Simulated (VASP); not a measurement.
Here is a VASP 6.6.1 calculation.

The input INCAR:

```
ALGO = Normal
EDIFF = 1E-6
ENCUT = 500
GGA = CA
GGA_COMPAT = False
ISIF = 2
ISMEAR = -1
LASPH = True
LCHARG = False
LREAL = False
LWAVE = False
NBANDS = 11
NELM = 120
PREC = Accurate
SIGMA = 0.1
```

File KPOINTS:

```
k-points
0
Gamma
  3 3 3
```

File POSCAR:

```
Sr
1.0
   -2.4350000000      2.4350000000      2.4350000000
    2.4350000000     -2.4350000000      2.4350000000
    2.4350000000      2.4350000000     -2.4350000000
Sr
1
Direct
    0.0000000000      0.0000000000      0.0000000000
```

Potentials or basis: VASP PAW LDA potentials, release 64 (Sr_sv).

Command:

```sh
$ cat potpaw_LDA.64/Sr_sv/POTCAR > POTCAR
$ mpirun -np 1 vasp_std > vasp.out
```

Problem. What does it give for the pressure?

Solution. -1.5 GPa.

Caveat: the k points lie up to 0.61 Å⁻¹ apart.
